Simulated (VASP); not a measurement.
Here is a VASP 6.6.1 calculation.

File INCAR:

```
ALGO = Normal
EDIFF = 1E-6
EDIFFG = -0.01
ENCUT = 600
GGA = PE
IBRION = 2
ISIF = 3
ISMEAR = 0
LASPH = True
LCHARG = False
LREAL = False
LWAVE = False
NELM = 80
NSW = 100
PREC = Accurate
SIGMA = 0.1
```

File KPOINTS:

```
k-points
0
Gamma
  10 10 10
```

The input POSCAR:

```
Si2W
1.0
   -3.3061054311      3.3061054311      2.2641031269
    3.3061054311     -3.3061054311      2.2641031269
    3.3061054311      3.3061054311     -2.2641031269
Si W
4 2
Direct
    0.8623464142      0.5468143037      0.6844678894
    0.8623464142      0.1778785248      0.3155321106
    0.9278785248      0.1123464142      0.8155321106
    0.2968143037      0.1123464142      0.1844678894
    0.3417059905      0.8417059905      0.5000000000
    0.5917059905      0.5917059905      0.0000000000
```

Potentials or basis: VASP PAW PBE potentials, release 64 (Si, W_sv).

Run with:

```sh
$ cat potpaw_PBE.64/Si/POTCAR potpaw_PBE.64/W_sv/POTCAR > POTCAR
$ mpirun -np 1 vasp_std > vasp.out
```

(1) Predict the band gap on the k mesh.

Results:

(1) zero (bands 22 and 23 overlap by 0.95 eV).

Caveat: the relaxation stopped at its first step, so nothing moved; spin-orbit coupling is left out, which moves the levels of the heavy elements.
